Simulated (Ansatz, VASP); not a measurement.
TiO2 in VASP and in Ansatz

```
CELL_PARAMETERS angstrom
0.00000 2.39683 2.52697
2.39683 0.00000 2.52697
2.39683 2.39683 0.00000
ATOMIC_POSITIONS crystal
Ti 0.00000 0.00000 0.00000
O 0.25000 0.25000 0.25000
O 0.75000 0.75000 0.75000
```

Change from the starting cell: uniaxial_z strain +5.4%.

Alike in both runs: task single point; functional PBE; k mesh 10 × 10 × 10; occupations fermi-dirac, width 0.02 eV; no spin polarisation.

```csv
,VASP,Ansatz
version,VASP 6.6.1,Ansatz 0.2.0
potentials or method,"VASP PAW PBE potentials, release 64 (Ti_sv, O)","plane waves, PAW"
plane-wave cutoff (eV),520,420
valence electrons in the cell,24,24
```

```tsv
	VASP	Ansatz	Ansatz less VASP
gap on the k mesh at the Fermi level (eV)	0.73	0.75	+0.015
pressure (GPa)	-6.0	-6.8	-0.71
traceless stress, the component that is largest in VASP (GPa)	-17.39	-17.46	-0.069
```
